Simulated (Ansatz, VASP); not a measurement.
## One calculation of Sn2Se, two programs

```
CELL_PARAMETERS angstrom
4.29146 0.00000 0.00000
0.00000 4.29146 0.00000
0.00000 0.00000 9.14178
ATOMIC_POSITIONS crystal
Sn 0.50000 0.00000 0.66259
Sn 0.00000 0.50000 0.33741
Sn 0.50000 0.00000 0.01265
Sn 0.00000 0.50000 0.98735
Se 0.50000 0.00000 0.34938
Se 0.00000 0.50000 0.65062
```

Change from the starting cell: species swapped into the Ta2Se type (P4/nmm, No. 129).

Alike in both runs: functional PBE; k mesh 4 × 4 × 2; occupations gaussian, width 0.1 eV; no spin polarisation.

Ansatz relaxed the structure, and its values are those at the end. VASP's run is a single point on that final structure, the one shown.

|  | VASP | Ansatz |
| --- | --- | --- |
| version | VASP 6.6.1 | Ansatz 0.2.0 |
| potentials or method | VASP PAW PBE potentials, release 64 (Sn_d, Se), cutoff 520 eV | scalar-relativistic, plane waves, PAW |
| valence electrons in the cell | 68 | 88 |

VASP gave:

- gap on the k mesh at the Fermi level (eV): none
- pressure (GPa): -0.1
- rms of the force components (eV/Å): 0.010

Q: Estimate Ansatz's values.

A: gap on the k mesh at the Fermi level (eV): none; pressure (GPa): -0.1; rms of the force components (eV/Å): 0.012.

A gap of «none» marks a metal or a gap that the smearing closes. With one functional, cell and mesh, what is left measures potentials, basis and numerics. VASP's potentials hold 68 valence electrons a cell and Ansatz's 88, so a difference there can come from the potentials and not from the codes.

The k mesh is coarse, so the values compare programs but aren't converged.
